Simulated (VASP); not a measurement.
# AlN (R-3m) in VASP: further runs

AlN is run at these levels: LDA; tasks: electric field gradients.

Program: VASP 6.6.1. These are calculated values, not measurements. Logs are shortened: lines on timing, memory, paths and dates and some standing lists are left out, and cuts for length are marked.

**1. The cell of the first run**

Symmetry: R-3m, No. 166, trigonal system. The conventional cell has a = 2.839 Å, b = 2.839 Å, c = 6.646 Å, α = 90.00°, β = 90.00°, γ = 120.00°. Al (site symmetry -3m) has 6 N at 1.98 Å within 2.6 Å. Within 2.6 Å of N (site symmetry -3m) lie 6 Al at 1.98 Å.

**2. Electric field gradients, LDA (equal xy, yz and zx shear strains of -3 %)**

File INCAR:

```
PREC = Accurate
ENCUT = 520
EDIFF = 1E-8
ISMEAR = -1
SIGMA = 0.02
LREAL = False
LASPH = True
NELM = 80
ALGO = Normal
ISIF = 2
LWAVE = False
LCHARG = False
LEFG = True
NBANDS = 11
```

File KPOINTS:

```
Automatic mesh
0
Gamma
  10 10 10
```

File POSCAR:

```
AlN
1.0
   -0.0593400000      1.9483300000      1.9483300000
    1.9483300000     -0.0593400000      1.9483300000
    1.9483300000      1.9483300000     -0.0593400000
Al N
1 1
Direct
    0.0000000000      0.0000000000      0.0000000000
    0.5000000000      0.5000000000      0.5000000000
```

Potentials or basis: VASP PAW LDA potentials, release 64 (Al, N).

On the command line:

```
$ cat potpaw_LDA.64/Al/POTCAR potpaw_LDA.64/N/POTCAR > POTCAR
$ mpirun -np 1 vasp_std > vasp.out
```

OUTCAR:

```text
PREC = Accurate
   ENCUT = 520
   EDIFF = 1E-8
   ISMEAR = -1
   LREAL = False
   LASPH = True
   NELM = 80
   ISIF = 2

 ion  position               nearest neighbor table
   1  0.000  0.000  0.000-   2 1.98   2 1.98   2 1.98   2 1.98   2 1.98   2 1.98
   2  0.500  0.500  0.500-   1 1.98   1 1.98   1 1.98   1 1.98   1 1.98   1 1.98

  LATTYP: Found a trigonal (rhomboedric) cell.
 ALAT       =     2.7559936164
 COS(alpha) =     0.4693254694

  Lattice vectors:

 A1 = (  -0.0593400000,   1.9483300000,   1.9483300000)
 A2 = (   1.9483300000,  -0.0593400000,   1.9483300000)
 A3 = (   1.9483300000,   1.9483300000,  -0.0593400000)

Analysis of symmetry for initial positions (statically):
=====================================================================
 Subroutine PRICEL returns:
 Original cell was already a primitive cell.

 Routine SETGRP: Setting up the symmetry group for a
 trigonal (rhombohedral) supercell.

 Subroutine GETGRP returns: Found 12 space group operations
 (whereof 12 operations were pure point group operations)
 out of a pool of 12 trial point group operations.

The static configuration has the point symmetry D_3d.

Analysis of symmetry for dynamics (positions and initial velocities):
=====================================================================
 Subroutine PRICEL returns:
 Original cell was already a primitive cell.

 Routine SETGRP: Setting up the symmetry group for a
 trigonal (rhombohedral) supercell.

 Subroutine GETGRP returns: Found 12 space group operations
 (whereof 12 operations were pure point group operations)
 out of a pool of 12 trial point group operations.

The dynamic configuration has the point symmetry D_3d.

 Subroutine INISYM returns: Found 12 space group operations
 (whereof 12 operations are pure point group operations),
 and found     1 'primitive' translations

----------------------------------------------------------------------------------------

                                     Primitive cell

  volume of cell :      15.4672

  direct lattice vectors                    reciprocal lattice vectors
    -0.059340000  1.948330000  1.948330000    -0.245193703  0.252896123  0.252896123
     1.948330000 -0.059340000  1.948330000     0.252896123 -0.245193703  0.252896123
     1.948330000  1.948330000 -0.059340000     0.252896123  0.252896123 -0.245193703

  length of vectors
     2.755993616  2.755993616  2.755993616     0.433627547  0.433627547  0.433627547

  position of ions in fractional coordinates (direct lattice)
     0.000000000  0.000000000  0.000000000
     0.500000000  0.500000000  0.500000000

  ion indices of the primitive-cell ions
   primitive index   ion index
                 1           1
                 2           2

----------------------------------------------------------------------------------------

 KPOINTS: Automatic mesh

Automatic generation of k-mesh.
 Grid dimensions read from file:
 generate k-points for:   10   10   10

 Generating k-lattice:

  Cartesian coordinates                     Fractional coordinates (reciprocal lattice)
    -0.024519370  0.025289612  0.025289612     0.100000000  0.000000000  0.000000000
     0.025289612 -0.024519370  0.025289612     0.000000000  0.100000000  0.000000000
     0.025289612  0.025289612 -0.024519370     0.000000000  0.000000000  0.100000000

  Length of vectors
     0.043362755  0.043362755  0.043362755

  Shift w.r.t. Gamma in fractional coordinates (k-lattice)
     0.000000000  0.000000000  0.000000000

 Subroutine IBZKPT returns following result:
 ===========================================

 Found    116 irreducible k-points:

 Following reciprocal coordinates:
            Coordinates               Weight
  0.000000  0.000000  0.000000      1.000000
  0.100000  0.000000 -0.000000      6.000000
  0.200000  0.000000 -0.000000      6.000000
  0.300000  0.000000  0.000000      6.000000
  0.400000  0.000000 -0.000000      6.000000
  0.500000  0.000000  0.000000      3.000000
[... 16 lines left out ...]
  0.300000  0.300000  0.000000      6.000000
  0.400000  0.300000  0.000000     12.000000
 [... further k-points ...]
   k-points           NKPTS =    116   k-points in BZ     NKDIM =    116   number of bands    NBANDS=     11
   number of dos      NEDOS =    301   number of ions     NIONS =      2
   total plane-waves  NPLWV =   8000
   dimension x,y,z NGX =    20 NGY =   20 NGZ =   20
   dimension x,y,z NGXF=    40 NGYF=   40 NGZF=   40
   ions per type =               1   1
   NGX,Y,Z   is equivalent  to a cutoff of  12.06, 12.06, 12.06 a.u.
   NGXF,Y,Z  is equivalent  to a cutoff of  24.13, 24.13, 24.13 a.u.
 SYSTEM =  unknown system
   PREC   = accura    normal or accurate (medium, high low for compatibility)
   ISTART =      0    job   : 0-new  1-cont  2-samecut
   ICHARG =      2    charge: 1-file 2-atom 10-const
   ISPIN  =      1    spin polarized calculation?
   LNONCOLLINEAR =      F non collinear calculations
   LSORBIT =      F    spin-orbit coupling
   LASPH  =      T    aspherical Exc in radial PAW
   ENCUT  =  520.0 eV  38.22 Ry    6.18 a.u.   5.12  5.12  5.12*2*pi/ulx,y,z
   NELM   =     80;   NELMIN=  2; NELMDL= -5     # of ELM steps
   EDIFF  = 0.1E-07   stopping-criterion for ELM
   LREAL  =      F    real-space projection
   EDIFFG = 0.1E-06   stopping-criterion for IOM
   NSW    =      0    number of steps for IOM
   IBRION =     -1    ionic relax: 0-MD 1-quasi-New 2-CG
   NFREE  =      0    steps in history (QN), initial steepest desc. (CG)
   ISIF   =      2    stress and relaxation
   ISYM   =      2    0-nonsym 1-usesym 2-fastsym
   POTIM  = 0.5000    time-step for ionic-motion
   TEBEG  =    0.0;   TEEND  =   0.0 temperature during run
   PSTRESS=    0.0 pullay stress
   NELECT =       8.0000    total number of electrons
   NUPDOWN=      -1.0000    fix difference up-down
   EMIN   =  10.00;   EMAX   =-10.00  energy-range for DOS
   EFERMI =   0.00;   METHOD = LEGACY
   ISMEAR =    -1;   SIGMA  =   0.02  broadening in eV -4-tet -1-fermi 0-gaus
   EFERMI_NEDOS =   21; number of points for ismear=-14 and -15
   IALGO  =     38    algorithm
   IMIX   =      4    mixing-type and parameters
     AMIX     =   0.40;   BMIX     =  1.00
     AMIX_MAG =   1.60;   BMIX_MAG =  1.00
  volume/ion in A,a.u.               =       7.73        52.19
  Fermi-wavevector in a.u.,A,eV,Ry     =   1.314117  2.483320 23.495938  1.726903
  Thomas-Fermi vector in A             =   2.444392
   LORBIT       =      0    0 simple, 1 ext, 2 COOP (PROOUT), +10 PAW based schemes
   GGA     = CA    functional components
   LHFCALC =     F    Hartree Fock is set to
   AEXX    =    0.0000 exact exchange contribution
   IVDW    =     0    specifies the selected vdW correction
   LEPSILON=     F    determine dielectric tensor
   LRPA    =     F    only Hartree local field effects (RPA)
 non-spin polarized calculation
  energy-cutoff  :      520.00
  volume of cell :       15.47
 maximum number of plane-waves:       427
   NGX = 11   NGY = 11   NGZ = 11

 number of electron       8.0000001 magnetization

 Free energy of the ion-electron system (eV)
  ---------------------------------------------------
  ext. energy  EPLUGINS =         0.00000000
  ---------------------------------------------------
  free energy    TOTEN  =       -16.15762442 eV

  energy without entropy =      -16.15762442  energy(sigma->0) =      -16.15762442

 E-fermi :  11.4947     XC(G=0): -12.8878

 val. band max:       11.0234388531   @ k =   0.0000   0.0000   0.0000
 cond. band min:      15.1834581640   @ k =   0.5000   0.5000   0.0000
 fundamental gap:      4.1600193109
 Fermi energy:        11.4946558851

 k-point     1 :       0.0000    0.0000    0.0000
  band No.  band energies     occupation
      1      -7.4252      2.00000
      2      10.3938      2.00000
      3      10.3938      2.00000
      4      11.0234      2.00000
      5      17.2530      0.00000
      6      22.3423      0.00000
      7      22.3423      0.00000
      8      23.9539      0.00000
      9      28.0981      0.00000
     10      28.7535      0.00000
     11      28.7535      0.00000

 k-point     2 :       0.1000    0.0000   -0.0000
  band No.  band energies     occupation
      1      -7.2094      2.00000
      2       9.4162      2.00000
      3      10.2699      2.00000
      4      10.8302      2.00000
      5      17.8419      0.00000
      6      21.6889      0.00000
      7      22.7059      0.00000
      8      24.1095      0.00000
      9      27.1539      0.00000
     10      27.4951      0.00000
     11      29.6532      0.00000

 k-point     3 :       0.2000    0.0000   -0.0000
  band No.  band energies     occupation
      1      -6.5793      2.00000
      2       7.2027      2.00000
      3       9.9703      2.00000
      4      10.4743      2.00000
      5      18.3321      0.00000
      6      21.4878      0.00000
      7      23.2571      0.00000
      8      24.1623      0.00000
      9      26.1527      0.00000
     10      27.2138      0.00000
     11      29.0966      0.00000

 k-point     4 :       0.3000    0.0000    0.0000
  band No.  band energies     occupation
      1      -5.6039      2.00000
      2       4.7477      2.00000
      3       9.6394      2.00000
      4      10.0971      2.00000
      5      17.8946      0.00000
      6      22.6950      0.00000
      7      22.7909      0.00000
      8      23.4275      0.00000
      9      27.3422      0.00000
     10      28.1243      0.00000
     11      28.9915      0.00000
[... 239 lines left out ...]
 k-point    22 :      -0.2000    0.2000    0.0000
  band No.  band energies     occupation
      1      -5.3085      2.00000
      2       5.4398      2.00000
      3       7.3194      2.00000
      4      10.0281      2.00000
      5      20.1428      0.00000
      6      20.7934      0.00000
      7      22.0758      0.00000
      8      24.0750      0.00000
      9      26.2848      0.00000
     10      29.7765      0.00000
     11      32.1645      0.00000

 k-point    23 :       0.3000    0.3000    0.0000
  band No.  band energies     occupation
      1      -4.9753      2.00000
      2       5.6377      2.00000
      3       8.1257      2.00000
      4       8.7493      2.00000
      5      16.9500      0.00000
      6      18.2652      0.00000
      7      22.9308      0.00000
      8      26.5774      0.00000
      9      27.1584      0.00000
     10      31.6128      0.00000
     11      35.2282      0.00000

 k-point    24 :       0.4000    0.3000    0.0000
  band No.  band energies     occupation
      1      -4.1365      2.00000
      2       4.4651      2.00000
      3       7.3568      2.00000
      4       8.4820      2.00000
      5      17.0953      0.00000
      6      17.5681      0.00000
      7      23.3490      0.00000
      8      27.1194      0.00000
      9      27.4372      0.00000
     10      33.0494      0.00000
     11      35.9497      0.00000

 [... further k-points ...]
[... 5 lines left out ...]
  --------------------------------------------------------------------------------------
  -------------------------------------------------------------------------------------
  Total        1.3140390      1.3140390      1.3140390      0.9554803      0.9554803      0.9554803
  in kB      136.1150515    136.1150515    136.1150515     98.9736620     98.9736620     98.9736620
  external PRESSURE =     136.1150515 kB  Pullay stress =       0.0000000 kB

 VOLUME and BASIS-vectors are now :
 -----------------------------------------------------------------------------
  energy-cutoff  :      520.00
  volume of cell :       15.47
      direct lattice vectors                 reciprocal lattice vectors
    -0.059340000  1.948330000  1.948330000    -0.245193703  0.252896123  0.252896123
     1.948330000 -0.059340000  1.948330000     0.252896123 -0.245193703  0.252896123
     1.948330000  1.948330000 -0.059340000     0.252896123  0.252896123 -0.245193703

 POSITION                                       TOTAL-FORCE (eV/Angst)
 -----------------------------------------------------------------------------------
      0.00000      0.00000      0.00000        -0.000000     -0.000000      0.000000
      1.91866      1.91866      1.91866         0.000000      0.000000     -0.000000
 -----------------------------------------------------------------------------------
    total drift:                                0.000000      0.000000      0.000000

  FREE ENERGIE OF THE ION-ELECTRON SYSTEM (eV)
  ---------------------------------------------------
  free  energy   TOTEN  =       -16.1576244171 eV

  energy  without entropy=      -16.1576244171  energy(sigma->0) =      -16.15762442

 Electric field gradients (V/A^2)
---------------------------------------------------------------------
 ion       V_xx      V_yy      V_zz      V_xy      V_xz      V_yz
---------------------------------------------------------------------
   1       0.000    -0.000     0.000     0.487     0.487     0.487
   2       0.000     0.000    -0.000    -6.276    -6.276    -6.276
---------------------------------------------------------------------

 Electric field gradients after diagonalization (V/A^2)
 (convention: |V_zz| > |V_xx| > |V_yy|)
----------------------------------------------------------------------
 ion       V_xx      V_yy      V_zz     asymmetry (V_yy - V_xx)/ V_zz
----------------------------------------------------------------------
   1      -0.487    -0.487     0.975       0.000
   2       6.276     6.276   -12.552       0.000
----------------------------------------------------------------------

           NMR quadrupolar parameters

 Cq : quadrupolar parameter    Cq=e*Q*V_zz/h
 eta: asymmetry parameters     (V_yy - V_xx)/ V_zz
 Q  : nuclear electric quadrupole moment in mb (millibarn)
----------------------------------------------------------------------
 ion       Cq(MHz)       eta       Q (mb)
----------------------------------------------------------------------
   1       0.002       0.000       1.000
   2      -0.030       0.000       1.000
----------------------------------------------------------------------
```

Wall time 24 s (1 thread of Intel Xeon 8259CL, shared host); peak memory 0.12 GiB.

What came out:

```
Free energy            : -16.1576 eV
Pressure               : 13.6 GPa
Band gap on the k mesh : 4.16 eV, indirect (least direct gap 6.23 eV)
```

Electric field gradients, principal values (V/Å²):
| atom | least | middle | greatest (by size) |
| --- | --- | --- | --- |
| 1 Al | -0.487 | -0.487 | 0.975 |
| 2 N | 6.276 | 6.276 | -12.552 |

Caveat: the cell differs from its parent crystal (equal xy, yz and zx shear strains of -3 %); without QUAD_EFG the Cq values of the log hold for a quadrupole moment of 1 mb, not for the nuclei.

**3. Electric field gradients, LDA (equal xy, yz and zx shear strains of -1 %)**

File INCAR:

```
PREC = Accurate ; ENCUT = 520
EDIFF = 1E-8 ; ISMEAR = -1
SIGMA = 0.02 ; LREAL = False
LASPH = True ; NELM = 100
ALGO = Normal ; ISIF = 2
LWAVE = False ; LCHARG = False
GGA = CA ; LEFG = True
NBANDS = 11
```

KPOINTS is that of step 2.

File POSCAR:

```
AlN
1.0
   -0.0197800000      1.9681100000      1.9681100000
    1.9681100000     -0.0197800000      1.9681100000
    1.9681100000      1.9681100000     -0.0197800000
Al N
1 1
Direct
    0.0000000000      0.0000000000      0.0000000000
    0.5000000000      0.5000000000      0.5000000000
```

Potentials or basis: VASP PAW LDA potentials, release 64 (Al, N).

On the command line:

```
$ cat potpaw_LDA.64/Al/POTCAR potpaw_LDA.64/N/POTCAR > POTCAR
$ mpirun -np 1 vasp_std > vasp.out
```

OUTCAR:

```text
PREC = Accurate
   ENCUT = 520
   EDIFF = 1E-8
   ISMEAR = -1
   LREAL = False
   LASPH = True
   NELM = 100
   ISIF = 2
   GGA = CA

 ion  position               nearest neighbor table
   1  0.000  0.000  0.000-   2 1.98   2 1.98   2 1.98   2 1.98   2 1.98   2 1.98
   2  0.500  0.500  0.500-   1 1.98   1 1.98   1 1.98   1 1.98   1 1.98   1 1.98

  LATTYP: Found a trigonal (rhomboedric) cell.
 ALAT       =     2.7833981376
 COS(alpha) =     0.4899250057

  Lattice vectors:

 A1 = (  -0.0197800000,   1.9681100000,   1.9681100000)
 A2 = (   1.9681100000,  -0.0197800000,   1.9681100000)
[... 549 lines left out ...]
  free  energy   TOTEN  =       -16.1975747260 eV

  energy  without entropy=      -16.1975747260  energy(sigma->0) =      -16.19757473

 Electric field gradients (V/A^2)
---------------------------------------------------------------------
 ion       V_xx      V_yy      V_zz      V_xy      V_xz      V_yz
---------------------------------------------------------------------
   1      -0.000    -0.000    -0.000     0.154     0.154     0.154
   2      -0.000     0.000     0.000    -2.141    -2.141    -2.141
---------------------------------------------------------------------

 Electric field gradients after diagonalization (V/A^2)
 (convention: |V_zz| > |V_xx| > |V_yy|)
----------------------------------------------------------------------
 ion       V_xx      V_yy      V_zz     asymmetry (V_yy - V_xx)/ V_zz
----------------------------------------------------------------------
   1      -0.154    -0.154     0.308       0.000
   2       2.141     2.141    -4.282       0.000
----------------------------------------------------------------------

           NMR quadrupolar parameters

 Cq : quadrupolar parameter    Cq=e*Q*V_zz/h
 eta: asymmetry parameters     (V_yy - V_xx)/ V_zz
 Q  : nuclear electric quadrupole moment in mb (millibarn)
----------------------------------------------------------------------
 ion       Cq(MHz)       eta       Q (mb)
----------------------------------------------------------------------
   1       0.001       0.000       1.000
   2      -0.010       0.000       1.000
----------------------------------------------------------------------
```

OSZICAR:

```text
N       E                     dE             d eps       ncg     rms          rms(c)
DAV:   1     0.722993080158E+01    0.72299E+01   -0.42226E+03  2696   0.633E+02
DAV:   2    -0.175722817429E+02   -0.24802E+02   -0.23727E+02  3077   0.127E+02
DAV:   3    -0.181504784351E+02   -0.57820E+00   -0.57723E+00  3013   0.165E+01
DAV:   4    -0.181522567705E+02   -0.17783E-02   -0.17783E-02  2849   0.112E+00
DAV:   5    -0.181522663307E+02   -0.95602E-05   -0.95601E-05  2963   0.765E-02    0.798E+00
DAV:   6    -0.162605863375E+02    0.18917E+01   -0.79861E+00  2705   0.150E+01    0.290E+00
DAV:   7    -0.162166163497E+02    0.43970E-01   -0.15005E-01  2969   0.265E+00    0.179E+00
DAV:   8    -0.161976726739E+02    0.18944E-01   -0.12585E-02  2666   0.104E+00    0.261E-01
DAV:   9    -0.161975740874E+02    0.98587E-04   -0.51494E-04  2897   0.131E-01    0.153E-01
DAV:  10    -0.161975750474E+02   -0.95994E-06   -0.18071E-05  2774   0.310E-02    0.235E-02
DAV:  11    -0.161975747344E+02    0.31295E-06   -0.49592E-07  2906   0.516E-03    0.464E-03
DAV:  12    -0.161975747260E+02    0.84478E-08   -0.34180E-08  2762   0.133E-03
   1 F= -.16197575E+02 E0= -.16197575E+02  d E =-.112211E-12
```

stdout:

```text
POSCAR found type information on POSCAR AlN
 POSCAR found :  2 types and       2 ions
 scaLAPACK will be used
 LDA part: xc-table for (Slater(with rela. corr.)+CA(PZ))
 , standard interpolation
 POSCAR, INCAR and KPOINTS ok, starting setup
 FFT: planning ... GRIDC
 FFT: planning ... GRID_SOFT
 FFT: planning ... GRID
 WAVECAR not read
 entering main loop
ion   1

ion   2
```

Wall time 26 s (1 thread of Intel Xeon 8259CL, shared host); peak memory 0.13 GiB.

What came out:

```
Free energy            : -16.1976 eV
Pressure               : 13.3 GPa
Band gap on the k mesh : 4.77 eV, indirect (least direct gap 6.59 eV)
```

Electric field gradients, principal values (V/Å²):
```csv
atom,least,middle,greatest (by size)
1 Al,-0.154,-0.154,0.308
2 N,2.141,2.141,-4.282
```

Caveat: the cell differs from its parent crystal (equal xy, yz and zx shear strains of -1 %); without QUAD_EFG the Cq values of the log hold for a quadrupole moment of 1 mb, not for the nuclei. A k mesh can miss the band edges.

(Part 1 of 2 ends here.)
